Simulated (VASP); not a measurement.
Input of a VASP 6.6.1 run:

INCAR

```
PREC = Accurate ; ENCUT = 520
EDIFF = 1E-6 ; ISMEAR = 0
SIGMA = 0.01 ; LREAL = False
LASPH = True ; NELM = 100
ALGO = Normal ; ISIF = 2
LWAVE = False ; LCHARG = True
GGA = PS ; LELF = True
LVHAR = True ; NBANDS = 16
```

The input KPOINTS:

```
regular mesh
0
Gamma
  8 8 6
```

Contents of POSCAR:

```
SiC
1.0
    3.0341541160      0.0000000000      0.0000000000
   -1.5170770580      2.6276545434      0.0000000000
    0.0000000000      0.0000000000      4.9769983131
Si C
2 2
Direct
    0.3333333333      0.6666666667      0.0045992683
    0.6666666667      0.3333333333      0.5045992683
    0.3333333333      0.6666666667      0.3804007317
    0.6666666667      0.3333333333      0.8804007317
```

Potentials or basis: VASP PAW PBE potentials, release 64 (Si, C).

Command:

```sh
$ cat potpaw_PBE.64/Si/POTCAR potpaw_PBE.64/C/POTCAR > POTCAR
$ mpirun -np 1 vasp_std > vasp.out
```

Task: Estimate the band gap on the k mesh.

Result: 2.31 eV, indirect (least direct gap 3.93 eV).

Task: What does it give for the pressure?

Result: 10.4 GPa.

Caveat: the PAW data sets were made with another functional, which shifts forces and pressure a little. As with any semilocal functional, this PBEsol gap is likely too small.
